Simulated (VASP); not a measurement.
# Ru (P6_3/mmc) in VASP: further runs

Runs on Ru. Level: PBE. Tasks: relaxation of cell and atoms.

Everything below comes from runs of VASP 6.6.1. Logs are shortened: lines on timing, memory, paths and dates and some standing lists are left out, and cuts for length are marked.

## 1. The cell of the first run

Symmetry: P6_3/mmc, No. 194, hexagonal system. Conventional cell: a = 2.410 Å, b = 2.410 Å, c = 3.850 Å, α = 90.00°, β = 90.00°, γ = 120.00°. Within 3.1 Å of Ru (site symmetry -6m2) lie 12 Ru at 2.38 to 2.41 Å.

## 2. Relaxation of cell and atoms, PBE, target pressure 250 GPa, at which the enthalpy is minimised

Contents of INCAR:

```
  PREC = Accurate
  ENCUT = 600
  EDIFF = 1E-7
  ISMEAR = -1
  SIGMA = 0.05
  LREAL = F
  LASPH = T
  NELM = 80
  ALGO = Normal
  ISIF = 3
  LWAVE = F
  LCHARG = F
  GGA = PE
  IBRION = 2
  NSW = 32
  EDIFFG = -0.005
  PSTRESS = 2500.0
```

Contents of KPOINTS:

```
regular mesh
0
Gamma
  18 18 10
```

Contents of POSCAR:

```
Ru
1.0
    2.4097189705      0.0000000000      0.0000000000
   -1.2048594853      2.0868778445      0.0000000000
    0.0000000000      0.0000000000      3.8501403993
Ru
2
Direct
    0.3333333333      0.6666666667      0.2500000000
    0.6666666667      0.3333333333      0.7500000000
```

Potentials or basis: VASP PAW PBE potentials, release 64 (Ru_pv).

Run with:

```
cat potpaw_PBE.64/Ru_pv/POTCAR > POTCAR
mpirun -np 1 vasp_std > vasp.out
```

OUTCAR:

```text
PREC = Accurate
   ENCUT = 600
   EDIFF = 1E-7
   ISMEAR = -1
   LREAL = F
   LASPH = T
   NELM = 80
   ISIF = 3
   GGA = PE
   IBRION = 2
   NSW = 32
   EDIFFG = -0.005
   PSTRESS = 2500.0

 ion  position               nearest neighbor table
   1  0.333  0.667  0.250-   2 2.38   2 2.38   2 2.38   2 2.38   2 2.38   2 2.38
   2  0.667  0.333  0.750-   1 2.38   1 2.38   1 2.38   1 2.38   1 2.38   1 2.38

  LATTYP: Found a hexagonal cell.
 ALAT       =     2.4097189705
 C/A-ratio  =     1.5977549442

  Lattice vectors:

 A1 = (   2.4097189705,   0.0000000000,   0.0000000000)
 A2 = (  -1.2048594853,   2.0868778445,   0.0000000000)
 A3 = (   0.0000000000,   0.0000000000,   3.8501403993)

Analysis of symmetry for initial positions (statically):
=====================================================================
 Subroutine PRICEL returns:
 Original cell was already a primitive cell.

 Routine SETGRP: Setting up the symmetry group for a
 hexagonal supercell.

 Subroutine GETGRP returns: Found 24 space group operations
 (whereof 12 operations were pure point group operations)
 out of a pool of 24 trial point group operations.

The static configuration has the point symmetry D_3d.
 The point group associated with its full space group is D_6h.

Analysis of symmetry for dynamics (positions and initial velocities):
=====================================================================
 Subroutine PRICEL returns:
 Original cell was already a primitive cell.

 Routine SETGRP: Setting up the symmetry group for a
 hexagonal supercell.

 Subroutine GETGRP returns: Found 24 space group operations
 (whereof 12 operations were pure point group operations)
 out of a pool of 24 trial point group operations.

The dynamic configuration has the point symmetry D_3d.
 The point group associated with its full space group is D_6h.

 Subroutine INISYM returns: Found 24 space group operations
 (whereof 12 operations are pure point group operations),
 and found     1 'primitive' translations

----------------------------------------------------------------------------------------

                                     Primitive cell

  volume of cell :      19.3615

  direct lattice vectors                    reciprocal lattice vectors
[... 92 lines left out ...]
   NFREE  =      1    steps in history (QN), initial steepest desc. (CG)
   ISIF   =      3    stress and relaxation
   ISYM   =      2    0-nonsym 1-usesym 2-fastsym
   POTIM  = 0.5000    time-step for ionic-motion
   TEBEG  =    0.0;   TEEND  =   0.0 temperature during run
   PSTRESS= 2500.0 pullay stress
   NELECT =      28.0000    total number of electrons
   NUPDOWN=      -1.0000    fix difference up-down
   EMIN   =  10.00;   EMAX   =-10.00  energy-range for DOS
   EFERMI =   0.00;   METHOD = LEGACY
   ISMEAR =    -1;   SIGMA  =   0.05  broadening in eV -4-tet -1-fermi 0-gaus
   EFERMI_NEDOS =   21; number of points for ismear=-14 and -15
   IALGO  =     38    algorithm
   IMIX   =      4    mixing-type and parameters
     AMIX     =   0.40;   BMIX     =  1.00
     AMIX_MAG =   1.60;   BMIX_MAG =  1.00
  volume/ion in A,a.u.               =       9.68        65.33
  Fermi-wavevector in a.u.,A,eV,Ry     =   1.851317  3.498482 46.632275  3.427376
  Thomas-Fermi vector in A             =   2.901311
   LORBIT       =      0    0 simple, 1 ext, 2 COOP (PROOUT), +10 PAW based schemes
   GGA     = PE    functional components
   LHFCALC =     F    Hartree Fock is set to
   AEXX    =    0.0000 exact exchange contribution
   IVDW    =     0    specifies the selected vdW correction
   LEPSILON=     F    determine dielectric tensor
   LRPA    =     F    only Hartree local field effects (RPA)
 conjugate gradient relaxation of ions
 non-spin polarized calculation
  energy-cutoff  :      600.00
  volume of cell :       19.36
 maximum number of plane-waves:       666
 NGX is ok and might be reduce to    20
   NGX =  9   NGY =  9   NGZ = 15

--------------------------------------- Ionic step        1  -------------------------------------------

 number of electron      28.0000003 magnetization

 Free energy of the ion-electron system (eV)
  ---------------------------------------------------
  ext. energy  EPLUGINS =         0.00000000
  ---------------------------------------------------
  free energy    TOTEN  =       -13.83695893 eV

  energy without entropy =      -13.82803952  energy(sigma->0) =      -13.83249922

------------------------ aborting loop because EDIFF is reached ----------------------------------------

  FORCE on cell =-STRESS in cart. coord.  units (eV):
  Direction    XX          YY          ZZ          XY          YZ          ZX
  --------------------------------------------------------------------------------------
  -------------------------------------------------------------------------------------
  Total       30.5484086     30.5484086     30.5609755     -0.0000000      0.0000000      0.0000000
  in kB     2527.8958767   2527.8958769   2528.9357947     -0.0000001      0.0000000      0.0000000
  external PRESSURE =      28.2425161 kB  Pullay stress =    2500.0000000 kB
[... 63 lines left out ...]
--------------------------------------- Ionic step        3  -------------------------------------------

 number of electron      28.0000003 magnetization

 Free energy of the ion-electron system (eV)
  ---------------------------------------------------
  ext. energy  EPLUGINS =         0.00000000
  ---------------------------------------------------
  free energy    TOTEN  =       -13.90421398 eV

  energy without entropy =      -13.89528983  energy(sigma->0) =      -13.89975191

 E-fermi :  20.0204     XC(G=0): -16.3067

 val. band max:       20.0072371347   @ k =   0.3333   0.0556   0.3000
 cond. band min:      20.0292798579   @ k =   0.1111   0.0556   0.4000
 fundamental gap:      0.0220427232
 Fermi energy:        20.0204137785

 k-point     1 :       0.0000    0.0000    0.0000
  band No.  band energies     occupation
      1     -25.6102      2.00000
      2     -22.9382      2.00000
      3     -22.9382      2.00000
      4     -22.5028      2.00000
      5     -22.5028      2.00000
      6     -22.4169      2.00000
[... 481 lines left out ...]
      5     -23.2154      2.00000
      6     -23.0173      2.00000
[... 10 lines left out ...]
     17      26.2150      0.00000
     18      30.1921      0.00000

 [... further k-points ...]

------------------------ aborting loop because EDIFF is reached ----------------------------------------

  FORCE on cell =-STRESS in cart. coord.  units (eV):
  Direction    XX          YY          ZZ          XY          YZ          ZX
  --------------------------------------------------------------------------------------
  -------------------------------------------------------------------------------------
  Total       30.2757071     30.2757071     30.2738366     -0.0000000      0.0000000      0.0000000
  in kB     2499.7952364   2499.7952366   2499.6407930     -0.0000001      0.0000000      0.0000000
  external PRESSURE =      -0.2562447 kB  Pullay stress =    2500.0000000 kB
[... 21 lines left out ...]
  energy  without entropy=      -13.8952898318  energy(sigma->0) =      -13.89975191

  enthalpy is  TOTEN    =        16.3739730620 eV   P V=       30.2781870466

 reached required accuracy - stopping structural energy minimisation
```

OSZICAR:

```text
N       E                     dE             d eps       ncg     rms          rms(c)
DAV:   1     0.317392456935E+03    0.31739E+03   -0.19575E+04  8000   0.203E+03
DAV:   2    -0.725210846535E+01   -0.32464E+03   -0.31798E+03  8398   0.546E+02
DAV:   3    -0.146397099740E+02   -0.73876E+01   -0.72393E+01  8248   0.888E+01
[... 26 lines left out ...]
DAV:   4    -0.139041363586E+02   -0.19513E-02   -0.25362E-03  8202   0.504E-01    0.519E-02
DAV:   5    -0.139042266221E+02   -0.90263E-04   -0.22539E-04  9998   0.127E-01    0.360E-02
DAV:   6    -0.139042122076E+02    0.14415E-04   -0.61402E-06  8590   0.273E-02    0.171E-02
DAV:   7    -0.139042137242E+02   -0.15166E-05   -0.34193E-06  8480   0.233E-02    0.339E-03
DAV:   8    -0.139042139272E+02   -0.20303E-06   -0.31059E-08  4634   0.194E-03    0.228E-03
DAV:   9    -0.139042139846E+02   -0.57421E-07   -0.11138E-08  4504   0.123E-03
   3 F= 0.16373973E+02 E0= 0.16378435E+02  d E =-.368333E-03
```

Run time: 2.2 min. Hardware: 1 thread of Intel Xeon 8259CL, shared host; peak memory 0.21 GiB.

What came out:

```
Free energy                                                : -13.9042 eV
Relaxed volume                                             : 9.70 Å³/atom
Relaxed cell                                               : a = 2.411 Å, b = 2.411 Å, c = 3.853 Å, α = 90.00°, β = 90.00°, γ = 120.00°
Space group after relaxing (to 0.1 Å)                      : P6_3/mmc (No. 194)
Energy change on relaxing (the run minimises the enthalpy) : -33.6 meV/atom
Ionic steps                                                : 3
Pressure after relaxing                                    : 250.0 GPa
Band gap on the k mesh                                     : zero (bands 14 and 15 overlap by 5.29 eV)
```

The path:
```csv
step,energy change (eV),largest force (eV/Å),pressure (GPa),volume (Å³)
1,0.0000,0.0000,252.82,19.36
2,-0.7139,0.0000,222.26,19.84
3,-0.0673,0.0000,249.97,19.40
```

Final structure:
```
CELL_PARAMETERS angstrom
2.41147 0.00000 0.00000
-1.20574 2.08840 0.00000
0.00000 0.00000 3.85305
ATOMIC_POSITIONS crystal
Ru 0.33333 0.66667 0.25000
Ru 0.66667 0.33333 0.75000
```

Levels at points of the mesh, in eV from the Fermi level:
| k point | band 11 | band 12 | band 13 | band 14 | band 15 | band 16 | band 17 | band 18 |
| --- | --- | --- | --- | --- | --- | --- | --- | --- |
| (0.00, 0.00, 0.00) | -4.15 | -3.19 | -3.19 | -2.20 | -2.20 | 1.86 | 1.86 | 2.12 |
| (0.50, 0.00, 0.00) | -3.19 | -2.33 | -2.06 | 2.57 | 3.26 | 3.27 | 6.59 | 9.32 |
| (0.00, 0.00, 0.50) | -4.52 | -4.52 | -3.68 | -3.68 | 0.94 | 0.94 | 0.94 | 0.94 |
| (0.50, 0.00, 0.50) | -1.74 | -1.74 | 0.92 | 0.92 | 2.98 | 2.98 | 5.35 | 5.35 |

Caveat: the cell is relaxed towards a set pressure, so the run minimises the enthalpy, not the energy.

## 3. Relaxation of cell and atoms, PBE, target pressure 250 GPa, at which the enthalpy is minimised

This run uses another cell than the first one, of 9.81 Å³/atom.

Contents of INCAR:

```
PREC = Accurate
ENCUT = 600
EDIFF = 1E-6
ISMEAR = -1
SIGMA = 0.05
LREAL = F
LASPH = T
NELM = 100
ALGO = Normal
ISIF = 3
LWAVE = F
LCHARG = F
GGA = PE
IBRION = 2
NSW = 60
EDIFFG = -0.005
PSTRESS = 2500.0
```

KPOINTS is that of step 2.

Contents of POSCAR:

```
Ru
1.0
    2.4092117691      0.0000000000      0.0000000000
   -1.2046058846      2.0864385952      0.0000000000
    0.0000000000      0.0000000000      3.9029230660
Ru
2
Direct
    0.3333333333      0.6666666667      0.2500000000
    0.6666666667      0.3333333333      0.7500000000
```

Potentials or basis: VASP PAW PBE potentials, release 64 (Ru_pv).

Run with:

```
cat potpaw_PBE.64/Ru_pv/POTCAR > POTCAR
mpirun -np 1 vasp_std > vasp.out
```

It took 4.5 min on 1 thread of Intel Xeon 8259CL, shared host; peak memory 0.21 GiB.

Results (log left out):

```
Free energy                                                : -13.9058 eV
Relaxed volume                                             : 9.70 Å³/atom
Relaxed cell                                               : a = 2.412 Å, b = 2.412 Å, c = 3.853 Å, α = 90.00°, β = 90.00°, γ = 120.00°
Space group after relaxing (to 0.1 Å)                      : P6_3/mmc (No. 194)
Energy change on relaxing (the run minimises the enthalpy) : +156.5 meV/atom
Ionic steps                                                : 10
Pressure after relaxing                                    : 250.0 GPa
Band gap on the k mesh                                     : zero (bands 14 and 15 overlap by 5.29 eV)
```

The path:
| step | energy change (eV) | largest force (eV/Å) | pressure (GPa) | volume (Å³) |
| --- | --- | --- | --- | --- |
| 1 | 0.0000 | 0.0000 | 235.95 | 19.62 |
| 2 | 4.9367 | 0.0000 | 437.69 | 17.26 |
| 3 | 0.3576 | 0.0000 | 251.47 | 19.38 |
| 4 | 0.3901 | 0.0000 | 252.90 | 19.36 |
| 5 | 0.1366 | 0.0000 | 242.18 | 19.54 |
| 6 | 0.3129 | 0.0000 | 249.89 | 19.41 |
| 7 | 0.3114 | 0.0000 | 249.87 | 19.41 |
| 8 | 0.3330 | 0.0000 | 250.78 | 19.39 |
| 9 | 0.3142 | 0.0000 | 250.07 | 19.40 |
| 10 | 0.3131 | 0.0000 | 249.98 | 19.41 |

Final structure:
```xyz
2
Lattice="2.4115 0.0000 0.0000 -1.2058 2.0885 0.0000 0.0000 0.0000 3.8530" Properties=species:S:1:pos:R:3 pbc="T T T"
Ru    0.0000    1.3923    0.9633
Ru    1.2058    0.6962    2.8898
```

Levels at points of the mesh, in eV from the Fermi level:
```tsv
k point	band 11	band 12	band 13	band 14	band 15	band 16	band 17	band 18
(0.00, 0.00, 0.00)	-4.15	-3.19	-3.19	-2.20	-2.20	1.86	1.86	2.12
(0.50, 0.00, 0.00)	-3.19	-2.33	-2.06	2.57	3.26	3.27	6.59	9.32
(0.00, 0.00, 0.50)	-4.52	-4.52	-3.68	-3.68	0.94	0.94	0.94	0.94
(0.50, 0.00, 0.50)	-1.74	-1.74	0.92	0.92	2.98	2.98	5.35	5.35
```

Caveat: the cell is relaxed towards a set pressure, so the run minimises the enthalpy, not the energy.

The gap in the log of VASP goes by the Fermi energy; the results here count the filled bands.